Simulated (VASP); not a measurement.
Write the native input for VASP 6.6.1 that does the following.

| Item | Value |
| --- | --- |
| Task | electric field gradients |
| Functional | PBEsol |
| Potentials or basis | VASP PAW PBE potentials, release 64 (Si, W_sv) |
| Cutoff | 520 eV |
| k mesh | 18 × 18 × 18 |
| Occupations | fermi-dirac, width 0.03 eV |
| Spin | no spin polarisation |
| Dipole correction | no |
| Further INCAR settings | ALGO = Normal; EDIFF = 1e-08; NBANDS = 18 |

The structure of Si2W lies in POSCAR:

```
Si2W
1.0
   -1.6374981928      1.6374981928      4.0172745203
    1.6374981928     -1.6374981928      4.0172745203
    1.6374981928      1.6374981928     -4.0172745203
Si W
2 1
Direct
    0.3330000000      0.3330000000      0.0000000000
    0.6670000000      0.6670000000      0.0000000000
    0.0000000000      0.0000000000      0.0000000000
```

One way to write it, as run:

INCAR

```
PREC     = Accurate       # precision mode
ENCUT    = 520            # plane-wave cutoff, eV
EDIFF    = 1E-8           # SCF threshold, eV
ISMEAR   = -1             # smearing method
SIGMA    = 0.03           # smearing width, eV
LREAL    = F              # projectors in reciprocal space
LASPH    = T              # aspherical terms in the spheres
NELM     = 100            # most SCF steps
ALGO     = Normal         # electronic algorithm
ISIF     = 2              # what is computed and relaxed
LWAVE    = F              # write WAVECAR
LCHARG   = F              # write CHGCAR
GGA      = PS             # functional
LEFG     = T            
NBANDS   = 18             # bands
```

KPOINTS

```
regular mesh
0
Gamma
  18 18 18
```

Potentials or basis: VASP PAW PBE potentials, release 64 (Si, W_sv).

The run is started by

```bash
$ cat potpaw_PBE.64/Si/POTCAR potpaw_PBE.64/W_sv/POTCAR > POTCAR
$ mpirun -np 1 vasp_std > vasp.out
```

Results of the run:

```
Pressure                                : -14.6 GPa
Largest force                           : 0.379 eV/Å
Band gap on the k mesh                  : zero (bands 11 and 12 overlap by 1.25 eV)
Largest electric field gradient by atom : Si -8.0; W -112.6 V/Å²
```

Caveat: the cell stands under tension; without QUAD_EFG the Cq values of the log hold for a quadrupole moment of 1 mb, not for the nuclei; the PAW data sets were made with another functional, which shifts forces and pressure a little; spin-orbit coupling is left out, which moves the levels of the heavy elements.

Wall time 12 min on 1 thread of Intel Xeon 8259CL, with other jobs on the host, peak memory 0.48 GiB.
